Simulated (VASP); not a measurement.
Crystal: In.

```
In
1.0
     3.02560    0.00000    0.00000
     0.00000    3.02560    0.00000
     0.00000    0.00000    3.02560
In
1
Cartesian
  0.0000 0.0000 0.0000
```

- Program: VASP 6.6.1
- Task: relaxation of cell and atoms
- Functional: PBE
- Potentials or basis: VASP PAW PBE potentials, release 64 (In_d)
- Cutoff: 600 eV
- k mesh: 12 × 12 × 12
- Occupations: fermi-dirac, width 0.03 eV
- Spin: no spin polarisation

At the start: pressure 2.3 GPa; volume 27.70 Å³/atom.

**Question.** Where does the relaxation end?

**Answer.** Over 5 steps the energy falls by 11.2 meV/atom and the volume is 29.44 Å³/atom (+6.3 %); space group Pm-3m (No. 221, to 0.05 Å).

The path:
```
step  energy change (eV)  largest force (eV/Å)  pressure (GPa)  volume (Å³)
   1              0.0000                0.0000            2.26        27.70
   2             -0.0111                0.0000            0.09        29.29
   3             -0.0112                0.0000            0.07        29.37
   4             -0.0111                0.0000           -0.10        29.54
   5             -0.0112                0.0000            0.00        29.44
```

Final structure:
```
In
1.0
     3.08777    0.00000    0.00000
     0.00000    3.08777    0.00000
     0.00000    0.00000    3.08777
In
1
Direct
  0.00000 0.00000 0.00000
```
